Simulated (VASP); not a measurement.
Wanted: the native input for a VASP 6.6.1 run.

```yaml
Task: relaxation of cell and atoms
Functional: PBE
Potentials_or_basis: VASP PAW PBE potentials, release 64 (Pd)
Cutoff: 600 eV
k_mesh: 14 × 14 × 14
Occupations: tetrahedron
Spin: no spin polarisation
Dipole_correction: no
Further_INCAR_settings: ALGO = Normal; EDIFF = 1e-06; IBRION = 2; EDIFFG = -0.005; NSW = 100; ISIF = 3
```

The structure of Pd lies in POSCAR:

```
Pd
1.0
    0.0000000000      1.9465000000      1.9465000000
    1.9465000000      0.0000000000      1.9465000000
    1.9465000000      1.9465000000      0.0000000000
Pd
1
Direct
    0.0000000000      0.0000000000      0.0000000000
```

The input as run:

INCAR

```
SYSTEM = Pd
ALGO = Normal
EDIFF = 1E-6
EDIFFG = -0.005
ENCUT = 600
GGA = PE
IBRION = 2
ISIF = 3
ISMEAR = -4
LASPH = .TRUE.
LCHARG = .FALSE.
LREAL = .FALSE.
LWAVE = .FALSE.
NELM = 60
NSW = 100
PREC = Accurate
SIGMA = 0.1
```

KPOINTS

```
k-points
0
G
  14 14 14
  0 0 0
```

Potentials or basis: VASP PAW PBE potentials, release 64 (Pd).

Launch:

```sh
$ cat potpaw_PBE.64/Pd/POTCAR > POTCAR
$ mpirun -np 1 vasp_std > vasp.out
```

Results of the run:

```
Relaxed volume                         : 15.33 Å³/atom
Relaxed cell                           : a = 2.788 Å, b = 2.788 Å, c = 2.788 Å, α = 60.00°, β = 60.00°, γ = 60.00°
Space group after relaxing (to 0.05 Å) : Fm-3m (No. 225)
Energy gained by relaxing              : 12.5 meV/atom
Ionic steps                            : 5
Pressure after relaxing                : 0.0 GPa
Band gap on the k mesh                 : zero (band 5 reaches 9.43 eV, above the bottom of band 6 at 7.94 eV)
```

Wall time 56 s on 1 thread of Intel Xeon 8259CL, with other jobs on the host, peak memory 0.16 GiB.
